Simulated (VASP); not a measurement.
# Sb2As3 (R-3m) in VASP: further runs

The runs below take Sb2As3 through single point, relaxation of cell and atoms, with PBE.

All numbers are computed with VASP 6.6.1; they aren't measurements. Logs are shortened: lines on timing, memory, paths and dates and some standing lists are left out, and cuts for length are marked.

### 1 The cell of the first run

The structure is trigonal, space group R-3m (No. 166). Conventional cell: a = 3.908 Å, b = 3.908 Å, c = 27.174 Å, α = 90.00°, β = 90.00°, γ = 120.00°. Within 3.6 Å of Sb (site symmetry 3m) lie 6 As at 2.74 to 2.89 Å. As (site symmetry -3m) has 6 Sb at 2.89 Å and 12 As at 3.91 to 4.05 Å within 4.1 Å. Within 3.6 Å of As (site symmetry 3m) lie 3 Sb at 2.74 Å and 3 As at 3.24 Å.

### 2 Single point, PBE

Contents of INCAR:

```
SYSTEM = Sb2As3
ALGO     = Normal         ! electronic algorithm
EDIFF    = 1E-7           ! SCF threshold, eV
ENCUT    = 520            ! plane-wave cutoff, eV
GGA      = PE             ! functional
ISIF     = 2              ! what is computed and relaxed
ISMEAR   = 0              ! smearing method
LASPH    = .True.         ! aspherical terms in the spheres
LCHARG   = .False.        ! write CHGCAR
LREAL    = .False.        ! projectors in reciprocal space
LWAVE    = .False.        ! write WAVECAR
NBANDS   = 20             ! bands
NELM     = 100            ! most SCF steps
PREC     = Accurate       ! precision mode
SIGMA    = 0.1            ! smearing width, eV
```

Contents of KPOINTS:

```
k-points
0
Gamma
  6 6 6
  0 0 0
```

Contents of POSCAR:

```
Sb2As3
1.0
    1.9540549319      1.1281741409      9.0580358148
   -1.9540549319      1.1281741409      9.0580358148
    0.0000000000     -2.2563482819      9.0580358148
Sb As
2 3
Direct
    0.4000000000      0.4000000000      0.4000000000
    0.6000000000      0.6000000000      0.6000000000
    0.0000000000      0.0000000000      0.0000000000
    0.2095000000      0.2095000000      0.2095000000
    0.7905000000      0.7905000000      0.7905000000
```

Potentials or basis: VASP PAW PBE potentials, release 64 (Sb, As).

The run is started by

```
$ cat potpaw_PBE.64/Sb/POTCAR potpaw_PBE.64/As/POTCAR > POTCAR
$ mpirun -np 1 vasp_std > vasp.out
```

OUTCAR:

```text
SYSTEM = Sb2As3
   EDIFF = 1E-7
   ENCUT = 520
   GGA = PE
   ISIF = 2
   ISMEAR = 0
   LASPH = .True.
   LREAL = .False.
   NELM = 100
   PREC = Accurate

 ion  position               nearest neighbor table
   1  0.400  0.400  0.400-   5 2.74   5 2.74   5 2.74   3 2.89   3 2.89   3 2.89
   2  0.600  0.600  0.600-   4 2.74   4 2.74   4 2.74   3 2.89   3 2.89   3 2.89
   3  0.000  0.000  0.000-   2 2.89   1 2.89   2 2.89   2 2.89   1 2.89   1 2.89
   4  0.209  0.209  0.209-   2 2.74   2 2.74   2 2.74
   5  0.791  0.791  0.791-   1 2.74   1 2.74   1 2.74

  LATTYP: Found a trigonal (rhomboedric) cell.
 ALAT       =     9.3348337099
 COS(alpha) =     0.9123624232

  Lattice vectors:

 A1 = (   1.9540549319,   1.1281741409,   9.0580358148)
 A2 = (  -1.9540549319,   1.1281741409,   9.0580358148)
 A3 = (   0.0000000000,  -2.2563482819,   9.0580358148)

Analysis of symmetry for initial positions (statically):
=====================================================================
 Subroutine PRICEL returns:
 Original cell was already a primitive cell.

 Routine SETGRP: Setting up the symmetry group for a
 trigonal (rhombohedral) supercell.

 Subroutine GETGRP returns: Found 12 space group operations
 (whereof 12 operations were pure point group operations)
 out of a pool of 12 trial point group operations.

The static configuration has the point symmetry D_3d.

Analysis of symmetry for dynamics (positions and initial velocities):
=====================================================================
 Subroutine PRICEL returns:
 Original cell was already a primitive cell.

 Routine SETGRP: Setting up the symmetry group for a
 trigonal (rhombohedral) supercell.

 Subroutine GETGRP returns: Found 12 space group operations
 (whereof 12 operations were pure point group operations)
 out of a pool of 12 trial point group operations.

The dynamic configuration has the point symmetry D_3d.

 Subroutine INISYM returns: Found 12 space group operations
 (whereof 12 operations are pure point group operations),
 and found     1 'primitive' translations

----------------------------------------------------------------------------------------

                                     Primitive cell

  volume of cell :     119.8114

  direct lattice vectors                    reciprocal lattice vectors
     1.954054932  1.128174141  9.058035815     0.255878170  0.147731330  0.036799737
[... 94 lines left out ...]
   EDIFFG = 0.1E-05   stopping-criterion for IOM
   NSW    =      0    number of steps for IOM
   IBRION =     -1    ionic relax: 0-MD 1-quasi-New 2-CG
   NFREE  =      0    steps in history (QN), initial steepest desc. (CG)
   ISIF   =      2    stress and relaxation
   ISYM   =      2    0-nonsym 1-usesym 2-fastsym
   POTIM  = 0.5000    time-step for ionic-motion
   TEBEG  =    0.0;   TEEND  =   0.0 temperature during run
   PSTRESS=    0.0 pullay stress
   NELECT =      25.0000    total number of electrons
   NUPDOWN=      -1.0000    fix difference up-down
   EMIN   =  10.00;   EMAX   =-10.00  energy-range for DOS
   EFERMI =   0.00;   METHOD = LEGACY
   ISMEAR =     0;   SIGMA  =   0.10  broadening in eV -4-tet -1-fermi 0-gaus
   EFERMI_NEDOS =   21; number of points for ismear=-14 and -15
   IALGO  =     38    algorithm
   IMIX   =      4    mixing-type and parameters
     AMIX     =   0.40;   BMIX     =  1.00
     AMIX_MAG =   1.60;   BMIX_MAG =  1.00
  volume/ion in A,a.u.               =      23.96       161.71
  Fermi-wavevector in a.u.,A,eV,Ry     =   0.971006  1.834936 12.828300  0.942853
  Thomas-Fermi vector in A             =   2.101188
   LORBIT       =      0    0 simple, 1 ext, 2 COOP (PROOUT), +10 PAW based schemes
   GGA     = PE    functional components
   LHFCALC =     F    Hartree Fock is set to
   AEXX    =    0.0000 exact exchange contribution
   IVDW    =     0    specifies the selected vdW correction
   LEPSILON=     F    determine dielectric tensor
   LRPA    =     F    only Hartree local field effects (RPA)
 non-spin polarized calculation
 Gauss-broadening in eV      SIGMA  =   0.10
  energy-cutoff  :      520.00
  volume of cell :      119.81
 maximum number of plane-waves:      3262
 NGX is ok and might be reduce to    70

 number of electron      24.9999999 magnetization

 Free energy of the ion-electron system (eV)
  ---------------------------------------------------
  ext. energy  EPLUGINS =         0.00000000
  ---------------------------------------------------
  free energy    TOTEN  =       -21.39122358 eV

  energy without entropy =      -21.37396152  energy(sigma->0) =      -21.38259255

 E-fermi :   6.3784     XC(G=0):  -9.9707

 val. band max:        6.3673758545   @ k =  -0.1667   0.1667   0.0000
 cond. band min:       6.3813279851   @ k =   0.3333   0.1667   0.1667
 fundamental gap:      0.0139521306
 Fermi energy:         6.3784444601

 k-point     1 :       0.0000    0.0000    0.0000
  band No.  band energies     occupation
      1      -7.4824      2.00000
      2      -6.2821      2.00000
      3      -5.3362      2.00000
      4      -1.0933      2.00000
      5      -0.1037      2.00000
      6       5.1978      2.00000
[... 541 lines left out ...]
     19      11.5079      0.00000
     20      12.1190      0.00000

 [... further k-points ...]

------------------------ aborting loop because EDIFF is reached ----------------------------------------

  FORCE on cell =-STRESS in cart. coord.  units (eV):
  Direction    XX          YY          ZZ          XY          YZ          ZX
  --------------------------------------------------------------------------------------
  -------------------------------------------------------------------------------------
  Total        3.1352768      3.1352768     -0.0002709      0.0000000      0.0000000      0.0000000
  in kB       41.9264677     41.9264677     -0.0036223      0.0000000      0.0000000      0.0000000
  external PRESSURE =      27.9497711 kB  Pullay stress =       0.0000000 kB

 VOLUME and BASIS-vectors are now :
 -----------------------------------------------------------------------------
  energy-cutoff  :      520.00
  volume of cell :      119.81
      direct lattice vectors                 reciprocal lattice vectors
     1.954054932  1.128174141  9.058035815     0.255878170  0.147731330  0.036799737
    -1.954054932  1.128174141  9.058035815    -0.255878170  0.147731330  0.036799737
     0.000000000 -2.256348282  9.058035815     0.000000000 -0.295462661  0.036799737

 POSITION                                       TOTAL-FORCE (eV/Angst)
 -----------------------------------------------------------------------------------
      0.00000     -0.00000     10.86964         0.000000      0.000000     -0.058092
      0.00000     -0.00000     16.30446         0.000000     -0.000000      0.058092
      0.00000      0.00000      0.00000        -0.000000     -0.000000      0.000000
      0.00000     -0.00000      5.69298         0.000000      0.000000     -0.704271
      0.00000     -0.00000     21.48113         0.000000     -0.000000      0.704271
 -----------------------------------------------------------------------------------
    total drift:                               -0.000000     -0.000000     -0.000000

  FREE ENERGIE OF THE ION-ELECTRON SYSTEM (eV)
  ---------------------------------------------------
  free  energy   TOTEN  =       -21.3912235799 eV

  energy  without entropy=      -21.3739615220  energy(sigma->0) =      -21.38259255
```

OSZICAR:

```text
N       E                     dE             d eps       ncg     rms          rms(c)
DAV:   1     0.104559822372E+03    0.10456E+03   -0.92004E+03  1280   0.102E+03
DAV:   2    -0.135116889900E+02   -0.11807E+03   -0.11495E+03  1632   0.161E+02
DAV:   3    -0.213801670674E+02   -0.78685E+01   -0.77331E+01  1600   0.449E+01
DAV:   4    -0.214950716765E+02   -0.11490E+00   -0.11431E+00  1536   0.570E+00
DAV:   5    -0.214963849874E+02   -0.13133E-02   -0.13126E-02  1572   0.656E-01    0.506E+00
DAV:   6    -0.213896737962E+02    0.10671E+00   -0.25626E-01  1420   0.215E+00    0.313E+00
DAV:   7    -0.213912698605E+02   -0.15961E-02   -0.10439E-01  1472   0.153E+00    0.581E-01
DAV:   8    -0.213909012700E+02    0.36859E-03   -0.11730E-02  1480   0.628E-01    0.234E-01
DAV:   9    -0.213910496147E+02   -0.14834E-03   -0.21014E-03  1472   0.223E-01    0.116E-01
DAV:  10    -0.213912028550E+02   -0.15324E-03   -0.33384E-04  1476   0.114E-01    0.281E-02
DAV:  11    -0.213912186947E+02   -0.15840E-04   -0.58651E-05  1548   0.480E-02    0.161E-02
DAV:  12    -0.213912216060E+02   -0.29113E-05   -0.14498E-05  1396   0.219E-02    0.642E-03
DAV:  13    -0.213912235852E+02   -0.19792E-05   -0.14742E-06  1556   0.699E-03    0.190E-03
DAV:  14    -0.213912235799E+02    0.53449E-08   -0.31011E-07  1400   0.278E-03
   1 F= -.21391224E+02 E0= -.21382593E+02  d E =-.172621E-01
```

Wall time 4.2 min (1 thread of AMD EPYC 9R45 (Zen 5), shared host); peak memory 0.64 GiB.

Results:

| Item | Value |
| --- | --- |
| Free energy | -21.3912 eV |
| Pressure | 2.8 GPa |
| Largest force | 0.704 eV/Å |
| Band gap on the k mesh | zero (an odd number of electrons rules out a gap without spin polarisation) |

Forces in eV/Å, atoms in the order of the input:
```
Sb   0.000  0.000 -0.058
Sb   0.000  0.000  0.058
As   0.000  0.000  0.000
As   0.000  0.000 -0.704
As   0.000  0.000  0.704
```

Stress tensor (GPa, compression positive):
```
4.19 0.00 0.00
0.00 4.19 0.00
0.00 0.00 0.00
```

Levels at points of the mesh, in eV from the Fermi level:
```
           k point  band 9  band 10  band 11  band 12  band 13  band 14  band 15  band 16
(0.00, 0.00, 0.00)   -1.04    -0.82    -0.81    -0.08    -0.08     1.23     1.46     1.46
(0.50, 0.00, 0.00)   -3.20    -2.77    -2.74    -1.86    -0.14     1.11     1.50     2.00
(0.50, 0.50, 0.00)   -3.43    -2.15    -1.16    -1.11    -0.96     0.45     1.68     2.19
(0.50, 0.50, 0.50)   -0.81    -0.81    -0.43    -0.43     0.48     0.73     2.16     2.16
```

Caveat: spin-orbit coupling is left out, which moves the levels of the heavy elements; an odd number of electrons without spin polarisation forces a metal; a magnetic or distorted state may lie lower.

### 3 Single point, PBE

This run uses another cell than the first one, of 24.01 Å³/atom.

Contents of INCAR:

```
SYSTEM = Sb2As3
PREC = Accurate ; ENCUT = 520
EDIFF = 1E-7 ; ISMEAR = 0
SIGMA = 0.1 ; LREAL = .FALSE.
LASPH = .TRUE. ; NELM = 80
ALGO = Normal ; ISIF = 2
LWAVE = .FALSE. ; LCHARG = .TRUE.
GGA = PE ; LELF = .TRUE.
LVHAR = .TRUE. ; NBANDS = 20
```

Contents of KPOINTS:

```
Automatic mesh
0
G
  6 6 6
  0 0 0
```

Contents of POSCAR:

```
Sb2As3
1.0
    2.0437373329      1.1799522993      8.2972433086
   -2.0437373329      1.1799522993      8.2972433086
    0.0000000000     -2.3599045987      8.2972433086
Sb As
2 3
Direct
    0.4022207258      0.4022207258      0.4022207258
    0.5977792742      0.5977792742      0.5977792742
    0.0000000000      0.0000000000      0.0000000000
    0.1977101144      0.1977101144      0.1977101144
    0.8022898856      0.8022898856      0.8022898856
```

Potentials or basis: VASP PAW PBE potentials, release 64 (Sb, As).

The run is started by

```
$ cat potpaw_PBE.64/Sb/POTCAR potpaw_PBE.64/As/POTCAR > POTCAR
$ mpirun -np 1 vasp_std > vasp.out
```

It took 3.7 min on 1 thread of AMD EPYC 9R45 (Zen 5), shared host; peak memory 0.5 GiB.

The run converged. Its results:

- Free energy: -21.9115 eV
- Pressure: 0.0 GPa
- Largest force: 0.013 eV/Å
- Band gap on the k mesh: zero (an odd number of electrons rules out a gap without spin polarisation)

Forces on the atoms (eV/Å):
```
Sb   0.000  0.000 -0.002
Sb   0.000  0.000  0.002
As   0.000  0.000  0.000
As   0.000  0.000 -0.013
As   0.000  0.000  0.013
```

Levels at points of the mesh, in eV from the Fermi level:
| k point | band 9 | band 10 | band 11 | band 12 | band 13 | band 14 | band 15 | band 16 | band 17 | band 18 |
| --- | --- | --- | --- | --- | --- | --- | --- | --- | --- | --- |
| (0.00, 0.00, 0.00) | -1.58 | -1.20 | -0.74 | -0.19 | -0.19 | 0.46 | 0.46 | 0.56 | 1.10 | 3.63 |
| (0.50, 0.00, 0.00) | -3.17 | -2.97 | -2.23 | -2.10 | 0.43 | 1.09 | 1.26 | 1.42 | 3.91 | 3.99 |
| (0.50, 0.50, 0.00) | -3.86 | -1.96 | -1.57 | -1.36 | -1.25 | 1.70 | 1.87 | 2.43 | 3.74 | 3.85 |
| (0.50, 0.50, 0.50) | -1.33 | -1.33 | -0.96 | -0.96 | -0.48 | 0.02 | 2.10 | 2.10 | 2.16 | 2.16 |

Caveat: spin-orbit coupling is left out, which moves the levels of the heavy elements; an odd number of electrons without spin polarisation forces a metal; a magnetic or distorted state may lie lower.

### 4 Relaxation of cell and atoms, PBE

Contents of INCAR:

```
SYSTEM = Sb2As3
PREC = Accurate
ENCUT = 600
EDIFF = 1E-6
ISMEAR = 0
SIGMA = 0.1
LREAL = .FALSE.
LASPH = .TRUE.
NELM = 60
ALGO = Normal
ISIF = 3
LWAVE = .FALSE.
LCHARG = .FALSE.
GGA = PE
IBRION = 2
NSW = 90
EDIFFG = -0.04
```

KPOINTS is that of step 3.

Contents of POSCAR:

```
Sb2As3
1.0
    1.9540549319      1.1281741409      9.0580358148
   -1.9540549319      1.1281741409      9.0580358148
    0.0000000000     -2.2563482819      9.0580358148
Sb As
2 3
Direct
    0.4000000000      0.4000000000      0.4000000000
    0.6000000000      0.6000000000      0.6000000000
    0.0000000000      0.0000000000      0.0000000000
    0.2095000000      0.2095000000      0.2095000000
    0.7905000000      0.7905000000      0.7905000000
```

The run is started by

```
$ cat potpaw_PBE.64/Sb/POTCAR potpaw_PBE.64/As/POTCAR > POTCAR
$ mpirun -np 1 vasp_std > vasp.out
```

It took 41 min on 1 thread of AMD EPYC 9R45 (Zen 5), shared host; peak memory 1 GiB.

The run converged. Its results:

* Free energy: -21.9116 eV
* Relaxed volume: 24.00 Å³/atom
* Relaxed cell: a = 8.617 Å, b = 8.617 Å, c = 8.617 Å, α = 27.45°, β = 27.45°, γ = 27.45°
* Space group after relaxing (to 0.1 Å): R-3m (No. 166)
* Energy gained by relaxing: 104.0 meV/atom
* Ionic steps: 15
* Pressure after relaxing: 0.0 GPa
* Largest force after relaxing: 0.013 eV/Å
* Band gap on the k mesh: zero (an odd number of electrons rules out a gap without spin polarisation)

Forces in eV/Å, atoms in the order of the input:
```
Sb   0.000  0.000 -0.013
Sb   0.000  0.000  0.013
As   0.000  0.000  0.000
As   0.000  0.000  0.001
As   0.000  0.000 -0.001
```

Stress tensor (GPa, compression positive):
```
-0.03  0.00  0.00
 0.00 -0.03  0.00
 0.00  0.00  0.05
```

The path:
| step | energy change (eV) | largest force (eV/Å) | pressure (GPa) | volume (Å³) |
| --- | --- | --- | --- | --- |
| 1 | 0.0000 | 0.7042 | 2.79 | 119.81 |
| 2 | -0.1151 | 0.4335 | -1.75 | 127.17 |
| 3 | -0.1151 | 0.4305 | -1.80 | 127.27 |
| 4 | -0.2378 | 0.5905 | -1.75 | 126.20 |
| 5 | -0.3632 | 0.4049 | -0.87 | 121.97 |
| 6 | -0.3719 | 0.5235 | -1.15 | 123.08 |
| 7 | -0.4316 | 0.4545 | 1.42 | 118.15 |
| 8 | -0.4326 | 0.4359 | 1.83 | 117.46 |
| 9 | -0.4787 | 0.2666 | 1.49 | 117.80 |
| 10 | -0.5079 | 0.0643 | 1.04 | 118.26 |
| 11 | -0.5081 | 0.1018 | 1.00 | 118.31 |
| 12 | -0.5172 | 0.0461 | -0.14 | 120.22 |
| 13 | -0.5172 | 0.0416 | -0.24 | 120.39 |
| 14 | -0.5193 | 0.0216 | -0.13 | 120.20 |
| 15 | -0.5202 | 0.0131 | 0.00 | 119.99 |

Final structure:
```
Sb As
1.0
     2.04433    1.18029    8.28777
    -2.04433    1.18029    8.28777
     0.00000   -2.36058    8.28777
Sb As
2 3
Cartesian
  0.0000 0.0000 10.0023
  0.0000 0.0000 14.8610
  0.0000 0.0000 0.0000
  0.0000 0.0000 4.9131
  0.0000 0.0000 19.9502
```

Levels at points of the mesh, in eV from the Fermi level:
| k point | band 9 | band 10 | band 11 | band 12 | band 13 | band 14 | band 15 | band 16 |
| --- | --- | --- | --- | --- | --- | --- | --- | --- |
| (0.00, 0.00, 0.00) | -1.59 | -1.21 | -0.74 | -0.20 | -0.20 | 0.45 | 0.45 | 0.55 |
| (0.50, 0.00, 0.00) | -3.17 | -2.97 | -2.23 | -2.09 | 0.44 | 1.09 | 1.26 | 1.42 |
| (0.50, 0.50, 0.00) | -3.85 | -1.97 | -1.57 | -1.36 | -1.25 | 1.71 | 1.88 | 2.43 |
| (0.50, 0.50, 0.50) | -1.34 | -1.34 | -0.96 | -0.96 | -0.50 | 0.01 | 2.10 | 2.10 |

Caveat: spin-orbit coupling is left out, which moves the levels of the heavy elements; an odd number of electrons without spin polarisation forces a metal; a magnetic or distorted state may lie lower.

### 5 Single point, PBE

This run uses another cell than the first one, of the same volume but with other edges.

Contents of INCAR:

```
PREC = Accurate
ENCUT = 520
EDIFF = 1E-6
ISMEAR = 0
SIGMA = 0.1
LREAL = F
LASPH = T
NELM = 100
ALGO = Normal
ISIF = 2
LWAVE = F
LCHARG = F
GGA = PE
NBANDS = 20
```

Contents of KPOINTS:

```
Automatic mesh
0
Gamma
  12 12 12
```

Contents of POSCAR:

```
Sb2As3
1.0
    2.0422775925      1.1791095178      8.3061677838
   -2.0422775925      1.1791095178      8.3061677838
    0.0000000000     -2.3582190356      8.3061677838
Sb As
2 3
Direct
    0.4024355248      0.4024355248      0.4024355248
    0.5975644752      0.5975644752      0.5975644752
    0.0000000000      0.0000000000      0.0000000000
    0.1975890914      0.1975890914      0.1975890914
    0.8024109086      0.8024109086      0.8024109086
```

The run is started by

```
$ cat potpaw_PBE.64/Sb/POTCAR potpaw_PBE.64/As/POTCAR > POTCAR
$ mpirun -np 1 vasp_std > vasp.out
```

Run time: 14 min. Hardware: 1 thread of AMD EPYC 9R45 (Zen 5), shared host; peak memory 0.8 GiB.

Results (log left out):

- Free energy: -21.8999 eV
- Pressure: 0.0 GPa
- Largest force: 0.005 eV/Å
- Band gap on the k mesh: zero (an odd number of electrons rules out a gap without spin polarisation)

Forces on the atoms (eV/Å):
```
Sb   0.000  0.000 -0.005
Sb   0.000  0.000  0.005
As   0.000  0.000  0.000
As   0.000  0.000 -0.003
As   0.000  0.000  0.003
```

Levels at points of the mesh, in eV from the Fermi level:
```
           k point  band 9  band 10  band 11  band 12  band 13  band 14  band 15  band 16  band 17  band 18
(0.00, 0.00, 0.00)   -1.53    -1.18    -0.70    -0.15    -0.15     0.50     0.50     0.61     1.15     3.68
(0.50, 0.00, 0.00)   -3.14    -2.94    -2.20    -2.07     0.47     1.12     1.29     1.46     3.93     4.01
(0.50, 0.50, 0.00)   -3.83    -1.92    -1.54    -1.32    -1.21     1.72     1.89     2.47     3.78     3.86
(0.50, 0.50, 0.50)   -1.28    -1.28    -0.92    -0.92    -0.44     0.06     2.15     2.15     2.19     2.19
```

Caveat: spin-orbit coupling is left out, which moves the levels of the heavy elements; an odd number of electrons without spin polarisation forces a metal; a magnetic or distorted state may lie lower.

### 6 Summary

```csv
task,cell,k mesh,cutoff (eV),gap on the mesh (eV),pressure (GPa),largest force (eV/Å)
single point,"a = 9.335 Å, angles 24.2°, 5 atoms, atomic positions A",6 × 6 × 6,520,none,2.8,0.70
single point,"a = 8.626 Å, angles 27.4°, 5 atoms, atomic positions B",6 × 6 × 6,520,none,0.0,0.01
relaxation of cell and atoms,"relaxed from a = 9.335 Å, angles 24.2°, 5 atoms, atomic positions A",6 × 6 × 6,600,none,0.0,0.01
single point,"a = 8.634 Å, angles 27.4°, 5 atoms, atomic positions C",12 × 12 × 12,520,none,0.0,0.01
```

Alike in all rows: level PBE; potentials or basis VASP PAW PBE potentials, release 64 (Sb, As); no spin polarisation; smearing gaussian 0.1 eV.

Caveats: spin-orbit coupling is left out, which moves the levels of the heavy elements; an odd number of electrons without spin polarisation forces a metal; a magnetic or distorted state may lie lower.

Total energies depend on the potentials used, so only differences within one code and one set of settings carry meaning.

The gap in the log of VASP goes by the Fermi energy; the results here count the filled bands.